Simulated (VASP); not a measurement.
# Hf3BN3 in VASP: relaxation of the atoms with PBEsol

Aim: the relaxation of the atoms of Hf3BN3 with PBEsol.

Program: VASP 6.6.1. These are calculated values, not measurements. Logs are shortened: lines on timing, memory, paths and dates and some standing lists are left out, and cuts for length are marked.

## 1. The cell of the first run

The cell holds a slab with vacuum, 7 atoms: a = 3.183 Å, b = 3.183 Å, c = 25.497 Å, α = 90.00°, β = 90.00°, γ = 120.00°.

## 2. Relaxation of the atoms, PBEsol

INCAR

```
SYSTEM = Hf3BN3
ALGO     = Normal         ! electronic algorithm
DIPOL    = 0.5 0.5 0.489
EDIFF    = 1E-6           ! SCF threshold, eV
EDIFFG   = -0.03          ! ionic threshold
ENCUT    = 520            ! plane-wave cutoff, eV
GGA      = PS             ! functional
IBRION   = 2              ! ionic algorithm
IDIPOL   = 3            
ISIF     = 2              ! what is computed and relaxed
ISMEAR   = 0              ! smearing method
LASPH    = .TRUE.         ! aspherical terms in the spheres
LCHARG   = .FALSE.        ! write CHGCAR
LDIPOL   = .TRUE.       
LREAL    = .FALSE.        ! projectors in reciprocal space
LWAVE    = .FALSE.        ! write WAVECAR
NELM     = 100            ! most SCF steps
NSW      = 90             ! ionic steps
PREC     = Accurate       ! precision mode
SIGMA    = 0.1            ! smearing width, eV
```

KPOINTS

```
k-points
0
G
  9 9 1
  0 0 0
```

POSCAR

```
Hf3BN3
1.0
    3.1830776028      0.0000000000      0.0000000000
   -1.5915388014      2.7566260662      0.0000000000
    0.0000000000      0.0000000000     25.4974299488
N Hf B
3 3 1
Selective dynamics
Direct
    0.3333333333      0.6666666667      0.3333669321  F F F
    0.0000000000      0.0000000000      0.4352976751  F F F
    0.6666666667      0.3333333333      0.5372240904  T T T
    0.6666666667      0.3333333333      0.3843323037  F F F
    0.3333333333      0.6666666667      0.4880226934  T T T
    0.0000000000      0.0000000000      0.5874558579  T T T
    0.3333333333      0.6666666667      0.6596199938  T T T
```

Potentials or basis: VASP PAW PBE potentials, release 64 (N, Hf_pv, B).

The run is started by

```
cat potpaw_PBE.64/N/POTCAR potpaw_PBE.64/Hf_pv/POTCAR potpaw_PBE.64/B/POTCAR > POTCAR
mpirun -np 1 vasp_std > vasp.out
```

OUTCAR:

```text
SYSTEM = Hf3BN3
   EDIFF = 1E-6
   EDIFFG = -0.03
   ENCUT = 520
   GGA = PS
   IBRION = 2
   ISIF = 2
   ISMEAR = 0
   LASPH = .TRUE.
   LREAL = .FALSE.
   NELM = 100
   NSW = 90
   PREC = Accurate

 ion  position               nearest neighbor table
   1  0.333  0.667  0.333-   4 2.25   4 2.25   4 2.25
   2  0.000  0.000  0.435-   4 2.25   4 2.25   4 2.25   5 2.28   5 2.28   5 2.28
   3  0.667  0.333  0.537-   5 2.23   5 2.23   5 2.23   6 2.24   6 2.24   6 2.24
   4  0.667  0.333  0.384-   2 2.25   2 2.25   2 2.25   1 2.25   1 2.25   1 2.25   5 3.22   5 3.22
                             5 3.22
   5  0.333  0.667  0.488-   3 2.23   3 2.23   3 2.23   2 2.28   2 2.28   2 2.28   6 3.13   6 3.13
                             6 3.13   4 3.22   4 3.22   4 3.22
   6  0.000  0.000  0.587-   3 2.24   3 2.24   3 2.24   7 2.60   7 2.60   7 2.60   5 3.13   5 3.13
                             5 3.13
   7  0.333  0.667  0.660-   6 2.60   6 2.60   6 2.60

  LATTYP: Found a hexagonal cell.
 ALAT       =     3.1830776028
 C/A-ratio  =     8.0103073599

  Lattice vectors:

 A1 = (   3.1830776028,   0.0000000000,   0.0000000000)
 A2 = (  -1.5915388014,   2.7566260662,   0.0000000000)
 A3 = (   0.0000000000,   0.0000000000,  25.4974299488)

Analysis of symmetry for initial positions (statically):
=====================================================================
 Subroutine PRICEL returns:
 Original cell was already a primitive cell.

 Routine SETGRP: Setting up the symmetry group for a
 hexagonal supercell.

 Subroutine GETGRP returns: Found  6 space group operations
 (whereof  6 operations were pure point group operations)
 out of a pool of 24 trial point group operations.

The static configuration has the point symmetry C_3v.

Analysis of symmetry for dynamics (positions and initial velocities):
=====================================================================
 Subroutine PRICEL returns:
 Original cell was already a primitive cell.

 Routine SETGRP: Setting up the symmetry group for a
 hexagonal supercell.

 Subroutine GETGRP returns: Found  6 space group operations
 (whereof  6 operations were pure point group operations)
 out of a pool of 24 trial point group operations.

The dynamic configuration has the point symmetry C_3v.

Analysis of constrained symmetry for selective dynamics:
=====================================================================
 Subroutine PRICEL returns:
 Original cell was already a primitive cell.

 Routine SETGRP: Setting up the symmetry group for a
 hexagonal supercell.

 Subroutine GETGRP returns: Found  6 space group operations
 (whereof  6 operations were pure point group operations)
 out of a pool of 24 trial point group operations.

The constrained configuration has the point symmetry C_3v.

 Subroutine INISYM returns: Found  6 space group operations
 (whereof  6 operations are pure point group operations),
 and found     1 'primitive' translations

----------------------------------------------------------------------------------------

                                     Primitive cell

  volume of cell :     223.7286

  direct lattice vectors                    reciprocal lattice vectors
     3.183077603  0.000000000  0.000000000     0.314161364  0.181381148  0.000000000
    -1.591538801  2.756626066  0.000000000     0.000000000  0.362762296  0.000000000
     0.000000000  0.000000000 25.497429949     0.000000000  0.000000000  0.039219639

  length of vectors
     3.183077603  3.183077603 25.497429949     0.362762296  0.362762296  0.039219639

  position of ions in fractional coordinates (direct lattice)
     0.333333333  0.666666667  0.333366932
     0.000000000  0.000000000  0.435297675
     0.666666667  0.333333333  0.537224090
     0.666666667  0.333333333  0.384332304
     0.333333333  0.666666667  0.488022693
     0.000000000  0.000000000  0.587455858
     0.333333333  0.666666667  0.659619994

  ion indices of the primitive-cell ions
   primitive index   ion index
                 1           1
                 2           2
                 3           3
                 4           4
                 5           5
                 6           6
                 7           7

----------------------------------------------------------------------------------------

 KPOINTS: k-points

Automatic generation of k-mesh.
 Grid dimensions read from file:
 generate k-points for:    9    9    1

 Generating k-lattice:

  Cartesian coordinates                     Fractional coordinates (reciprocal lattice)
     0.034906818  0.020153461  0.000000000     0.111111111 -0.000000000  0.000000000
     0.000000000  0.040306922  0.000000000     0.000000000  0.111111111  0.000000000
     0.000000000  0.000000000  0.039219639     0.000000000  0.000000000  1.000000000

  Length of vectors
     0.040306922  0.040306922  0.039219639

  Shift w.r.t. Gamma in fractional coordinates (k-lattice)
     0.000000000  0.000000000  0.000000000

 Subroutine IBZKPT returns following result:
 ===========================================

 Found     12 irreducible k-points:

 Following reciprocal coordinates:
            Coordinates               Weight
  0.000000  0.000000  0.000000      1.000000
  0.111111 -0.000000  0.000000      6.000000
  0.222222 -0.000000  0.000000      6.000000
  0.333333 -0.000000  0.000000      6.000000
  0.444444 -0.000000  0.000000      6.000000
  0.111111  0.111111  0.000000      6.000000
  0.222222  0.111111  0.000000     12.000000
  0.333333  0.111111  0.000000     12.000000
  0.444444  0.111111  0.000000      6.000000
  0.222222  0.222222  0.000000      6.000000
  0.333333  0.222222  0.000000     12.000000
  0.333333  0.333333  0.000000      2.000000
   k-points           NKPTS =     12   k-points in BZ     NKDIM =     12   number of bands    NBANDS=     28
   number of dos      NEDOS =    301   number of ions     NIONS =      7
   total plane-waves  NPLWV = 110592
   dimension x,y,z NGX =    24 NGY =   24 NGZ =  192
   dimension x,y,z NGXF=    48 NGYF=   48 NGZF=  384
   ions per type =               3   3   1
   NGX,Y,Z   is equivalent  to a cutoff of  12.53, 12.53, 12.52 a.u.
   NGXF,Y,Z  is equivalent  to a cutoff of  25.07, 25.07, 25.04 a.u.
 SYSTEM =  Hf3BN3
   PREC   = accura    normal or accurate (medium, high low for compatibility)
   ISTART =      0    job   : 0-new  1-cont  2-samecut
   ICHARG =      2    charge: 1-file 2-atom 10-const
   ISPIN  =      1    spin polarized calculation?
   LNONCOLLINEAR =      F non collinear calculations
   LSORBIT =      F    spin-orbit coupling
   LASPH  =      T    aspherical Exc in radial PAW
   ENCUT  =  520.0 eV  38.22 Ry    6.18 a.u.   5.92  5.92 47.41*2*pi/ulx,y,z
   NELM   =    100;   NELMIN=  2; NELMDL= -5     # of ELM steps
   EDIFF  = 0.1E-05   stopping-criterion for ELM
   LREAL  =      F    real-space projection
   EDIFFG = -.3E-01   stopping-criterion for IOM
   NSW    =     90    number of steps for IOM
   IBRION =      2    ionic relax: 0-MD 1-quasi-New 2-CG
   NFREE  =      1    steps in history (QN), initial steepest desc. (CG)
   ISIF   =      2    stress and relaxation
   ISYM   =      2    0-nonsym 1-usesym 2-fastsym
   POTIM  = 0.5000    time-step for ionic-motion
   TEBEG  =    0.0;   TEEND  =   0.0 temperature during run
   PSTRESS=    0.0 pullay stress
   NELECT =      48.0000    total number of electrons
   NUPDOWN=      -1.0000    fix difference up-down
   EMIN   =  10.00;   EMAX   =-10.00  energy-range for DOS
   EFERMI =   0.00;   METHOD = LEGACY
   ISMEAR =     0;   SIGMA  =   0.10  broadening in eV -4-tet -1-fermi 0-gaus
   EFERMI_NEDOS =   21; number of points for ismear=-14 and -15
   IALGO  =     38    algorithm
   IMIX   =      4    mixing-type and parameters
     AMIX     =   0.40;   BMIX     =  1.00
     AMIX_MAG =   1.60;   BMIX_MAG =  1.00
  volume/ion in A,a.u.               =      31.96       215.69
  Fermi-wavevector in a.u.,A,eV,Ry     =   0.980050  1.852025 13.068359  0.960497
  Thomas-Fermi vector in A             =   2.110950
   LORBIT       =      0    0 simple, 1 ext, 2 COOP (PROOUT), +10 PAW based schemes
   GGA     = PS    functional components
   LHFCALC =     F    Hartree Fock is set to
   AEXX    =    0.0000 exact exchange contribution
   IVDW    =     0    specifies the selected vdW correction
   LEPSILON=     F    determine dielectric tensor
   LRPA    =     F    only Hartree local field effects (RPA)
 conjugate gradient relaxation of ions
 non-spin polarized calculation
 Gauss-broadening in eV      SIGMA  =   0.10
  energy-cutoff  :      520.00
  volume of cell :      223.73
 maximum number of plane-waves:      6054
 NGX is ok and might be reduce to    24
   NGX = 11   NGY = 11   NGZ = 95

--------------------------------------- Ionic step        1  -------------------------------------------

 number of electron      48.0000011 magnetization

 Free energy of the ion-electron system (eV)
  ---------------------------------------------------
  ext. energy  EPLUGINS =         0.00000000
  ---------------------------------------------------
  free energy    TOTEN  =       -68.90000033 eV

  energy without entropy =      -68.87601937  energy(sigma->0) =      -68.88800985

------------------------ aborting loop because EDIFF is reached ----------------------------------------

  FORCE on cell =-STRESS in cart. coord.  units (eV):
  Direction    XX          YY          ZZ          XY          YZ          ZX
  --------------------------------------------------------------------------------------
  -------------------------------------------------------------------------------------
  Total       -4.2120578     -4.2120578     -7.9016186      0.0000000      0.0000000      0.0000000
  in kB      -30.1636168    -30.1636168    -56.5854996      0.0000000      0.0000000      0.0000000
  external PRESSURE =     -38.9709111 kB  Pullay stress =       0.0000000 kB
[... 22 lines left out ...]
  FREE ENERGIE OF THE ION-ELECTRON SYSTEM (eV)
  ---------------------------------------------------
  free  energy   TOTEN  =       -68.9000003269 eV

  energy  without entropy=      -68.8760193749  energy(sigma->0) =      -68.88800985

 dipolmoment           0.000000      0.000000      0.028252 electrons x Angstroem

--------------------------------------- Ionic step        2  -------------------------------------------

 number of electron      48.0000007 magnetization

------------------------ aborting loop because EDIFF is reached ----------------------------------------
[... 71 lines left out ...]
  FREE ENERGIE OF THE ION-ELECTRON SYSTEM (eV)
  ---------------------------------------------------
  free  energy   TOTEN  =       -69.1440810775 eV

  energy  without entropy=      -69.1267526993  energy(sigma->0) =      -69.13541689

[... ionic steps 4 to 12 ...]

--------------------------------------- Ionic step       13  -------------------------------------------

 number of electron      48.0000006 magnetization

------------------------ aborting loop because EDIFF is reached ----------------------------------------
[... 77 lines left out ...]
--------------------------------------- Ionic step       15  -------------------------------------------

 number of electron      48.0000006 magnetization

 dipolmoment           0.000000      0.000000     -0.145883 electrons x Angstroem

 Free energy of the ion-electron system (eV)
  ---------------------------------------------------
  ext. energy  EPLUGINS =         0.00000000
  ---------------------------------------------------
  free energy    TOTEN  =       -69.20644413 eV

  energy without entropy =      -69.18888837  energy(sigma->0) =      -69.19766625

 E-fermi :  -1.8859     XC(G=0):  -5.1962

 val. band max:       -1.9107570641   @ k =   0.3333   0.3333   0.0000
 cond. band min:      -1.8717021791   @ k =   0.3333   0.2222   0.0000
 fundamental gap:      0.0390548850
 Fermi energy:        -1.8859220669

 k-point     1 :       0.0000    0.0000    0.0000
  band No.  band energies     occupation
      1     -33.5860      2.00000
      2     -33.0202      2.00000
      3     -33.0202      2.00000
      4     -32.5547      2.00000
      5     -32.2300      2.00000
      6     -32.2300      2.00000
[... 361 lines left out ...]
     27      -0.1713      0.00000
     28      -0.0040      0.00000

------------------------ aborting loop because EDIFF is reached ----------------------------------------

 vacuum level on the upper side and lower side of the slab       (xc-potential included)        -1.487         1.458

  FORCE on cell =-STRESS in cart. coord.  units (eV):
  Direction    XX          YY          ZZ          XY          YZ          ZX
  --------------------------------------------------------------------------------------
  -------------------------------------------------------------------------------------
  Total       -2.9161953     -2.9161953     -4.8418819      0.0000000     -0.0000000     -0.0000000
  in kB      -20.8836159    -20.8836159    -34.6739472      0.0000000     -0.0000000     -0.0000000
  external PRESSURE =     -25.4803930 kB  Pullay stress =       0.0000000 kB
[... 22 lines left out ...]
  FREE ENERGIE OF THE ION-ELECTRON SYSTEM (eV)
  ---------------------------------------------------
  free  energy   TOTEN  =       -69.2064441276 eV

  energy  without entropy=      -69.1888883665  energy(sigma->0) =      -69.19766625

 reached required accuracy - stopping structural energy minimisation

 vacuum level on the upper side and lower side of the slab         3.276         6.283
```

It took 21 min on 1 thread of Intel Xeon Platinum 8375C at 2.90GHz (Ice Lake), shared host; peak memory 0.38 GiB.

What came out:

```yaml
Free_energy: -69.2064 eV
Energy_gained_by_relaxing: 43.8 meV/atom
Ionic_steps: 15
Band_gap_on_the_k_mesh: zero (bands 24 and 25 overlap by 0.56 eV)
```

Step by step:
| step | energy change (eV) | largest force on free atoms (eV/Å) | pressure (GPa) |
| --- | --- | --- | --- |
| 1 | 0.0000 | 1.9589 | -3.90 |
| 2 | -0.2280 | 0.9517 | -3.95 |
| 3 | -0.2441 | 0.5687 | -3.84 |
| 4 | -0.2754 | 0.4020 | -3.60 |
| 5 | -0.2830 | 0.4427 | -3.37 |
| 6 | -0.2919 | 0.2260 | -3.27 |
| 7 | -0.2919 | 0.2429 | -3.25 |
| 8 | -0.2966 | 0.2078 | -3.14 |
| 9 | -0.3036 | 0.2230 | -2.81 |
| 10 | -0.3055 | 0.1347 | -2.61 |
| 11 | -0.3058 | 0.0593 | -2.67 |
| 12 | -0.3062 | 0.0428 | -2.61 |
| 13 | -0.3064 | 0.0460 | -2.56 |
| 14 | -0.3064 | 0.0358 | -2.53 |
| 15 | -0.3064 | 0.0201 | -2.55 |

Final structure:
```xyz
7
Lattice="3.1831 0.0000 0.0000 -1.5915 2.7566 0.0000 0.0000 0.0000 25.4974" Properties=species:S:1:pos:R:3 pbc="T T T"
N     0.0000    1.8378    8.5000
N     0.0000    0.0000   11.0990
N     1.5915    0.9189   13.6809
Hf    1.5915    0.9189    9.7995
Hf    0.0000    1.8378   12.4114
Hf    0.0000    0.0000   15.0063
B     0.0000    1.8378   16.5509
```

Levels at points of the mesh, in eV from the Fermi level:
| k point | band 20 | band 21 | band 22 | band 23 | band 24 | band 25 | band 26 | band 27 | band 28 |
| --- | --- | --- | --- | --- | --- | --- | --- | --- | --- |
| (0.00, 0.00, 0.00) | -1.88 | -0.91 | -0.26 | -0.26 | 0.53 | 0.53 | 0.70 | 1.29 | 1.29 |

Caveat: the PAW data sets were made with another functional, which shifts forces and pressure a little; spin-orbit coupling is left out, which moves the levels of the heavy elements.

The gap in the log of VASP goes by the Fermi energy; the results here count the filled bands.